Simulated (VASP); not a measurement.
A run of VASP 6.6.1 is set up as follows.

File POSCAR:

```
LiF
1.0
    3.0609400000      0.0000000000      0.0000000000
   -1.5304700000      2.6508520000      0.0000000000
    0.0000000000      0.0000000000      5.8073250000
Li F
2 2
Direct
    0.3333333333      0.6666666667      0.3155206835
    0.6666666667      0.3333333333      0.7294225229
    0.3333333333      0.6666666667      0.8227077195
    0.6666666667      0.3333333333      0.4088058800
```

The input INCAR.step1:

```
SYSTEM = LiF
PREC = Accurate
ENCUT = 520
ISMEAR = -1
SIGMA = 0.15
LREAL = .FALSE.
LASPH = .TRUE.
NELM = 80
NBANDS = 18
GGA = PE
ALGO = Normal
EDIFF = 1E-4
LWAVE = .TRUE.
LCHARG = .FALSE.
```

The input INCAR.step2:

```
SYSTEM = LiF
PREC = Accurate
ENCUT = 520
EDIFF = 1E-7
ISMEAR = -1
SIGMA = 0.15
LREAL = .FALSE.
LASPH = .TRUE.
NELM = 80
ALGO = Normal
ISIF = 2
LWAVE = .FALSE.
LCHARG = .FALSE.
METAGGA = R2SCAN
LMIXTAU = .TRUE.
NBANDS = 18
ISTART = 1
```

The input KPOINTS:

```
Automatic mesh
0
G
  5 5 3
  0 0 0
```

Potentials or basis: VASP PAW PBE potentials, release 64 (Li_sv, F).

Run with:

```sh
$ cat potpaw_PBE.64/Li_sv/POTCAR potpaw_PBE.64/F/POTCAR > POTCAR
$ cp INCAR.step1 INCAR
$ mpirun -np 1 vasp_std > vasp.out
$ cp INCAR.step2 INCAR
$ mpirun -np 1 vasp_std > vasp.out
```

Problem. Predict the largest force.

Solution. 0.652 eV/Å.

Problem. Estimate the band gap on the k mesh.

Solution. 6.70 eV, direct.

Forces on the atoms (eV/Å):
```
Li   0.000  0.000  0.038
Li   0.000  0.000  0.539
F    0.000  0.000  0.075
F    0.000  0.000 -0.652
```

Caveat: the k points lie up to 0.47 Å⁻¹ apart; the PAW data sets were made with another functional, which shifts forces and pressure a little.
